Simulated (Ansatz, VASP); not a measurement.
**Two plane-wave programs on Si**

INCAR

```
SYSTEM = Si
PREC = Accurate
ENCUT = 520
EDIFF = 1E-7
ISMEAR = 0
SIGMA = 0.05
LREAL = .False.
LASPH = .True.
NELM = 80
ALGO = Normal
ISIF = 2
LWAVE = .False.
LCHARG = .False.
GGA = PE
NBANDS = 11
```

KPOINTS

```
regular mesh
0
Gamma
  8 8 8
  0 0 0
```

File POSCAR:

```
Si
1.0
    0.0000000000      3.0595134777      2.6869023391
    2.4578661346      0.0000000000      2.6869023391
    2.4578661346      3.0595134777      0.0000000000
Si
2
Direct
    0.5000000000      0.5000000000      0.5000000000
    0.7500000000      0.7500000000      0.7500000000
```

Input for Ansatz:

```yaml
crystal:
  lattice:
    - [0.0, 3.0595134777, 2.6869023391]
    - [2.4578661346, 0.0, 2.6869023391]
    - [2.4578661346, 3.0595134777, 0.0]
  atoms:
    - { symbol: Si, position: [0.5, 0.5, 0.5] }
    - { symbol: Si, position: [0.75, 0.75, 0.75] }
basis:
  ecutwfc: 420
kpoints:
  mp_grid: { grid: [8, 8, 8] }
hamiltonian:
  xc: pbe
  pseudopotentials: { kind: paw, azcp: { folder: soft_1 } }
scf:
  occupations: { method: gaussian, width: 0.05 }
output:
  forces: true
  stress: true
  eigenvalues: true
```

Change from the starting cell: strain +e along x and -e along y -0.1100, strain +e along z and -e/2 along x and y -0.0175.

Alike in both runs: task single point; functional PBE; k mesh 8 × 8 × 8; occupations gaussian, width 0.05 eV; no spin polarisation.

|  | VASP | Ansatz |
| --- | --- | --- |
| version | VASP 6.6.1 | Ansatz 0.2.0 |
| potentials or method | VASP PAW PBE potentials, release 64 (Si), cutoff 520 eV | scalar-relativistic, plane waves, PAW |
| valence electrons in the cell | 8 | 8 |

VASP gave:

| Item | Value |
| --- | --- |
| gap on the k mesh at the Fermi level (eV) | none |
| pressure (GPa) | -0.3 |
| traceless stress, the component that is largest in VASP (GPa) | -12.63 |

Q: Estimate Ansatz's values.

A: gap on the k mesh at the Fermi level (eV): none; pressure (GPa): -0.3; traceless stress, the component that is largest in VASP (GPa): -12.60.

A gap of «none» marks a metal or a gap that the smearing closes.
